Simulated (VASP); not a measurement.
Runs of VASP 6.6.1 on InP. The structure is cubic, space group F-43m (No. 216). Conventional cell: a = 5.908 Å, b = 5.908 Å, c = 5.908 Å, α = 90.00°, β = 90.00°, γ = 90.00°. In (site symmetry -43m) has 4 P at 2.56 Å within 3.4 Å. Within 3.4 Å of P (site symmetry -43m) lie 4 In at 2.56 Å. 

| level | potentials or basis | k mesh | smearing | gap on the mesh (eV) | pressure (GPa) |
| --- | --- | --- | --- | --- | --- |
| PBE | VASP PAW PBE potentials, release 64 (In_d, P) | 4 × 4 × 4 | gaussian 0.01 eV | (a) | (b) |
| LDA | VASP PAW LDA potentials, release 64 (In_d, P) | 6 × 6 × 6 | gaussian 0.01 eV | 0.38 | -2.7 |
| PBE+D3(BJ) | VASP PAW PBE potentials, release 64 (In_d, P) | 6 × 6 × 6 | gaussian 0.01 eV | 0.58 | -0.5 |
| LDA | VASP PAW LDA potentials, release 64 (In_d, P) | 4 × 4 × 4 | gaussian 0.01 eV | 0.36 | -2.5 |
| PBE | VASP PAW PBE potentials, release 64 (In_d, P) | 6 × 6 × 6 | gaussian 0.05 eV | 0.58 | 1.6 |
| PBE | VASP PAW PBE potentials, release 64 (In_d, P) | 6 × 6 × 6 | fermi-dirac 0.001 eV | 0.58 | 1.6 |
| PBE | VASP PAW PBE potentials, release 64 (In_d, P) | 6 × 6 × 6 | gaussian 0.001 eV | 0.58 | 1.6 |

Alike in all rows: task single point; no spin polarisation; cell as given; cutoff (eV) 500.

**Question.** Fill in the values left out.

**Answer.** (a) 0.57; (b) 1.8.

Caveats: some runs use coarse meshes; spin-orbit coupling is left out, which moves the levels of the heavy elements.

A k mesh can miss the band edges, and the runs leave out spin-orbit coupling on In.
